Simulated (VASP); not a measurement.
# Tl (Fd-3m) in VASP: a series of runs

The runs below take Tl through single point, with LDA.

Everything below comes from runs of VASP 6.6.1. Logs are shortened: lines on timing, memory, paths and dates and some standing lists are left out, and cuts for length are marked.

### Step 1. The cell of the first run

Symmetry: Fd-3m, No. 227, cubic system. Conventional cell: a = 5.093 Å, b = 5.093 Å, c = 5.093 Å, α = 90.00°, β = 90.00°, γ = 90.00°. Tl (site symmetry -43m) has 4 Tl at 2.21 Å within 2.9 Å.

This isn't the form of Tl at room conditions, which is hcp.

### Step 2. Single point, LDA (16.51 Å³/atom)

Input file POSCAR:

```
Tl
1.0
    0.0000000000      2.5463857072      2.5463857072
    2.5463857072      0.0000000000      2.5463857072
    2.5463857072      2.5463857072      0.0000000000
Tl
2
Direct
   -0.1250000000     -0.1250000000     -0.1250000000
    0.1250000000      0.1250000000      0.1250000000
```

Input file INCAR.step1:

```
SYSTEM = Tl
ALGO = Normal
EDIFF = 1E-7
ENCUT = 520
ISIF = 2
ISMEAR = -1
LASPH = .TRUE.
LCHARG = .TRUE.
LREAL = .FALSE.
LWAVE = .FALSE.
NBANDS = 20
NELM = 100
PREC = Accurate
SIGMA = 0.1
```

Input file KPOINTS.step1:

```
k-points
0
G
  10 10 10
  0 0 0
```

Input file INCAR.step2:

```
SYSTEM = Tl
ALGO = Normal
EDIFF = 1E-7
ENCUT = 520
ICHARG = 11
ISIF = 2
ISMEAR = -5
LASPH = .TRUE.
LCHARG = .FALSE.
LORBIT = 11
LREAL = .FALSE.
LWAVE = .FALSE.
NBANDS = 20
NEDOS = 2001
NELM = 100
PREC = Accurate
SIGMA = 0.1
```

Input file KPOINTS.step2:

```
k-points
0
G
  15 15 15
  0 0 0
```

Potentials or basis: VASP PAW LDA potentials, release 64 (Tl_d).

Launch:

```
$ cat potpaw_LDA.64/Tl_d/POTCAR > POTCAR
$ cp INCAR.step1 INCAR
$ cp KPOINTS.step1 KPOINTS
$ mpirun -np 1 vasp_std > vasp.out
$ cp INCAR.step2 INCAR
$ cp KPOINTS.step2 KPOINTS
$ mpirun -np 1 vasp_std > vasp.out
```

OUTCAR:

```text
SYSTEM = Tl
   EDIFF = 1E-7
   ENCUT = 520
   ICHARG = 11
   ISIF = 2
   ISMEAR = -5
   LASPH = .TRUE.
   LORBIT = 11
   LREAL = .FALSE.
   NELM = 100
   PREC = Accurate

 ion  position               nearest neighbor table
   1  0.875  0.875  0.875-   2 2.21   2 2.21   2 2.21   2 2.21
   2  0.125  0.125  0.125-   1 2.21   1 2.21   1 2.21   1 2.21

  LATTYP: Found a face centered cubic cell.
 ALAT       =     5.0927714144

  Lattice vectors:

 A1 = (   0.0000000000,   2.5463857072,   2.5463857072)
 A2 = (   2.5463857072,   0.0000000000,   2.5463857072)
 A3 = (   2.5463857072,   2.5463857072,   0.0000000000)

Analysis of symmetry for initial positions (statically):
=====================================================================
 Subroutine PRICEL returns:
 Original cell was already a primitive cell.

 Routine SETGRP: Setting up the symmetry group for a
 face centered cubic supercell.

 Subroutine GETGRP returns: Found 48 space group operations
 (whereof 12 operations were pure point group operations)
 out of a pool of 48 trial point group operations.

The static configuration has the point symmetry D_3d.
 The point group associated with its full space group is O_h .

Analysis of symmetry for dynamics (positions and initial velocities):
=====================================================================
 Subroutine PRICEL returns:
 Original cell was already a primitive cell.

 Routine SETGRP: Setting up the symmetry group for a
 face centered cubic supercell.

 Subroutine GETGRP returns: Found 48 space group operations
 (whereof 12 operations were pure point group operations)
 out of a pool of 48 trial point group operations.

The dynamic configuration has the point symmetry D_3d.
 The point group associated with its full space group is O_h .

 Subroutine INISYM returns: Found 48 space group operations
 (whereof 12 operations are pure point group operations),
 and found     1 'primitive' translations

----------------------------------------------------------------------------------------

                                     Primitive cell

  volume of cell :      33.0219

  direct lattice vectors                    reciprocal lattice vectors
     0.000000000  2.546385707  2.546385707    -0.196356741  0.196356741  0.196356741
     2.546385707  0.000000000  2.546385707     0.196356741 -0.196356741  0.196356741
     2.546385707  2.546385707  0.000000000     0.196356741  0.196356741 -0.196356741

  length of vectors
     3.601133202  3.601133202  3.601133202     0.340099853  0.340099853  0.340099853

  position of ions in fractional coordinates (direct lattice)
     0.875000000  0.875000000  0.875000000
     0.125000000  0.125000000  0.125000000

  ion indices of the primitive-cell ions
   primitive index   ion index
                 1           1
                 2           2

----------------------------------------------------------------------------------------

 KPOINTS: k-points

Automatic generation of k-mesh.
 Grid dimensions read from file:
 generate k-points for:   15   15   15

 Generating k-lattice:

  Cartesian coordinates                     Fractional coordinates (reciprocal lattice)
    -0.013090449  0.013090449  0.013090449     0.066666667  0.000000000  0.000000000
     0.013090449 -0.013090449  0.013090449     0.000000000  0.066666667  0.000000000
     0.013090449  0.013090449 -0.013090449     0.000000000  0.000000000  0.066666667

  Length of vectors
     0.022673324  0.022673324  0.022673324

  Shift w.r.t. Gamma in fractional coordinates (k-lattice)
     0.000000000  0.000000000  0.000000000

 TETIRR: Found    484 inequivalent tetrahedra from    20250

 Subroutine IBZKPT returns following result:
 ===========================================

 Found    120 irreducible k-points:

 Following reciprocal coordinates:
            Coordinates               Weight
  0.000000  0.000000  0.000000      1.000000
  0.066667  0.000000  0.000000      8.000000
  0.133333  0.000000  0.000000      8.000000
  0.200000  0.000000  0.000000      8.000000
  0.266667  0.000000  0.000000      8.000000
  0.333333  0.000000  0.000000      8.000000
[... 16 lines left out ...]
  0.133333  0.133333  0.000000      6.000000
  0.200000  0.133333  0.000000     24.000000
 [... further k-points ...]
   k-points           NKPTS =    120   k-points in BZ     NKDIM =    120   number of bands    NBANDS=     20
   number of dos      NEDOS =   2001   number of ions     NIONS =      2
   total plane-waves  NPLWV =  21952
   dimension x,y,z NGX =    28 NGY =   28 NGZ =   28
   dimension x,y,z NGXF=    56 NGYF=   56 NGZF=   56
   ions per type =               2
   NGX,Y,Z   is equivalent  to a cutoff of  12.93, 12.93, 12.93 a.u.
   NGXF,Y,Z  is equivalent  to a cutoff of  25.85, 25.85, 25.85 a.u.
 SYSTEM =  Tl
   PREC   = accura    normal or accurate (medium, high low for compatibility)
   ISTART =      0    job   : 0-new  1-cont  2-samecut
   ICHARG =     11    charge: 1-file 2-atom 10-const
   ISPIN  =      1    spin polarized calculation?
   LNONCOLLINEAR =      F non collinear calculations
   LSORBIT =      F    spin-orbit coupling
   LASPH  =      T    aspherical Exc in radial PAW
   ENCUT  =  520.0 eV  38.22 Ry    6.18 a.u.   6.70  6.70  6.70*2*pi/ulx,y,z
   NELM   =    100;   NELMIN=  2; NELMDL=  0     # of ELM steps
   EDIFF  = 0.1E-06   stopping-criterion for ELM
   LREAL  =      F    real-space projection
   EDIFFG = 0.1E-05   stopping-criterion for IOM
   NSW    =      0    number of steps for IOM
   IBRION =     -1    ionic relax: 0-MD 1-quasi-New 2-CG
   NFREE  =      0    steps in history (QN), initial steepest desc. (CG)
   ISIF   =      2    stress and relaxation
   ISYM   =      2    0-nonsym 1-usesym 2-fastsym
   POTIM  = 0.5000    time-step for ionic-motion
   TEBEG  =    0.0;   TEEND  =   0.0 temperature during run
   PSTRESS=    0.0 pullay stress
   NELECT =      26.0000    total number of electrons
   NUPDOWN=      -1.0000    fix difference up-down
   EMIN   =  10.00;   EMAX   =-10.00  energy-range for DOS
   EFERMI =   0.00;   METHOD = LEGACY
   ISMEAR =    -5;   SIGMA  =   0.10  broadening in eV -4-tet -1-fermi 0-gaus
   EFERMI_NEDOS =   21; number of points for ismear=-14 and -15
   IALGO  =     38    algorithm
   IMIX   =      4    mixing-type and parameters
     AMIX     =   0.40;   BMIX     =  1.00
     AMIX_MAG =   1.60;   BMIX_MAG =  1.00
  volume/ion in A,a.u.               =      16.51       111.42
  Fermi-wavevector in a.u.,A,eV,Ry     =   1.511698  2.856695 31.092461  2.285231
  Thomas-Fermi vector in A             =   2.621721
   LORBIT       =     11    0 simple, 1 ext, 2 COOP (PROOUT), +10 PAW based schemes
   GGA     = CA    functional components
   LHFCALC =     F    Hartree Fock is set to
   AEXX    =    0.0000 exact exchange contribution
   IVDW    =     0    specifies the selected vdW correction
   LEPSILON=     F    determine dielectric tensor
   LRPA    =     F    only Hartree local field effects (RPA)
 non-spin polarized calculation
 Fermi weights with tetrahedron method with Bloechl corrections
  energy-cutoff  :      520.00
  volume of cell :       33.02
 maximum number of plane-waves:       905

 number of electron      25.9999997 magnetization

 Free energy of the ion-electron system (eV)
  ---------------------------------------------------
  ext. energy  EPLUGINS =         0.00000000
  ---------------------------------------------------
  free energy    TOTEN  =         6.65440160 eV

  energy without entropy =        6.65440160  energy(sigma->0) =        6.65440160

 E-fermi :  14.6942     XC(G=0): -13.1840

 val. band max:       14.8107193107   @ k =   0.4000   0.2000   0.0000
 cond. band min:      14.6637180203   @ k =   0.3333   0.2667   0.0000
 fundamental gap:     -0.1470012904
 Fermi energy:        14.6942405024

 k-point     1 :       0.0000    0.0000    0.0000
  band No.  band energies     occupation
      1      -1.9838      2.00000
      2      -1.9838      2.00000
      3      -1.9793      2.00000
      4      -1.9793      2.00000
      5      -1.9793      2.00000
      6      -1.6904      2.00000
[... 12 lines left out ...]
     19      22.6752      0.00000
     20      24.1709      0.00000

 k-point     2 :       0.0667    0.0000    0.0000
  band No.  band energies     occupation
      1      -2.1515      2.00000
      2      -2.1515      2.00000
      3      -1.9848      2.00000
      4      -1.7880      2.00000
      5      -1.7880      2.00000
      6      -1.6225      2.00000
[... 12 lines left out ...]
     19      24.0239      0.00000
     20      24.1575      0.00000

 k-point     3 :       0.1333    0.0000    0.0000
  band No.  band energies     occupation
      1      -2.2806      2.00000
      2      -2.2806      2.00000
      3      -2.0036      2.00000
      4      -1.5970      2.00000
      5      -1.5970      2.00000
      6      -1.4355      2.00000
[... 12 lines left out ...]
     19      24.0566      0.00000
     20      24.3380      0.00000

 k-point     4 :       0.2000    0.0000    0.0000
  band No.  band energies     occupation
      1      -2.3599      2.00000
      2      -2.3599      2.00000
      3      -2.0337      2.00000
      4      -1.4424      2.00000
      5      -1.4424      2.00000
      6      -1.1932      2.00000
[... 12 lines left out ...]
     19      24.1058      0.00000
     20      25.1909      0.00000

 k-point     5 :       0.2667    0.0000    0.0000
  band No.  band energies     occupation
      1      -2.3881      2.00000
      2      -2.3881      2.00000
      3      -2.0685      2.00000
      4      -1.3559      2.00000
      5      -1.3559      2.00000
      6      -0.9961      2.00000
[... 12 lines left out ...]
     19      25.3646      0.00000
     20      26.0139      0.00000
[... 353 lines left out ...]
      6      -1.3087      2.00000
[... 12 lines left out ...]
     19      24.1133      0.00000
     20      24.8467      0.00000

 k-point    22 :      -0.0667    0.0667    0.0000
  band No.  band energies     occupation
      1      -2.3114      2.00000
      2      -2.1355      2.00000
      3      -2.0166      2.00000
      4      -1.7481      2.00000
      5      -1.5863      2.00000
      6      -1.5148      2.00000
[... 12 lines left out ...]
     19      24.0140      0.00000
     20      24.5097      0.00000

 k-point    23 :       0.1333    0.1333    0.0000
  band No.  band energies     occupation
      1      -2.4868      2.00000
      2      -2.0401      2.00000
      3      -2.0401      2.00000
      4      -1.7946      2.00000
      5      -1.3538      2.00000
      6      -1.3036      2.00000
[... 12 lines left out ...]
     19      24.7811      0.00000
     20      25.4998      0.00000

 k-point    24 :       0.2000    0.1333    0.0000
  band No.  band energies     occupation
      1      -2.5705      2.00000
      2      -2.1057      2.00000
      3      -2.0722      2.00000
      4      -1.6536      2.00000
      5      -1.1734      2.00000
      6      -1.1201      2.00000
[... 12 lines left out ...]
     19      25.3377      0.00000
     20      26.0536      0.00000

 [... further k-points ...]
[... 5 lines left out ...]
  --------------------------------------------------------------------------------------
  -------------------------------------------------------------------------------------
  Total       42.7374128     42.7374128     42.7374128     -0.0000000      0.0000000     -0.0000000
  in kB     2073.5583020   2073.5583020   2073.5583020     -0.0000000      0.0000000     -0.0000000
  external PRESSURE =    2073.5583020 kB  Pullay stress =       0.0000000 kB

 VOLUME and BASIS-vectors are now :
 -----------------------------------------------------------------------------
  energy-cutoff  :      520.00
  volume of cell :       33.02
      direct lattice vectors                 reciprocal lattice vectors
     0.000000000  2.546385707  2.546385707    -0.196356741  0.196356741  0.196356741
     2.546385707  0.000000000  2.546385707     0.196356741 -0.196356741  0.196356741
     2.546385707  2.546385707  0.000000000     0.196356741  0.196356741 -0.196356741

 POSITION                                       TOTAL-FORCE (eV/Angst)
 -----------------------------------------------------------------------------------
      4.45617      4.45617      4.45617        -0.000000     -0.000000     -0.000000
      0.63660      0.63660      0.63660         0.000000      0.000000      0.000000
 -----------------------------------------------------------------------------------
    total drift:                                0.000000     -0.000000     -0.000000

  FREE ENERGIE OF THE ION-ELECTRON SYSTEM (eV)
  ---------------------------------------------------
  free  energy   TOTEN  =         6.6544015958 eV

  energy  without entropy=        6.6544015958  energy(sigma->0) =        6.65440160

 total charge

# of ion       s       p       d       tot
------------------------------------------
    1        1.233   1.479   9.919  12.631
    2        1.233   1.479   9.919  12.631
--------------------------------------------------
tot          2.465   2.958  19.839  25.262
```

It took 1.9 min on 1 thread of Oxide Virtual Turin-like, shared host; peak memory 0.14 GiB.

Results:

```yaml
Valence_electrons_inside_the_program's_atomic_spheres: Tl 12.63
```

Levels at points of the mesh, in eV from the Fermi level:
| k point | band 9 | band 10 | band 11 | band 12 | band 13 | band 14 | band 15 | band 16 | band 17 | band 18 |
| --- | --- | --- | --- | --- | --- | --- | --- | --- | --- | --- |
| (0.00, 0.00, 0.00) | -13.22 | -11.63 | -11.63 | 6.33 | 6.64 | 7.25 | 7.25 | 7.25 | 7.98 | 7.98 |

Caveat: spin-orbit coupling is left out, which moves the levels of the heavy elements.

[end of part 1 of 2]
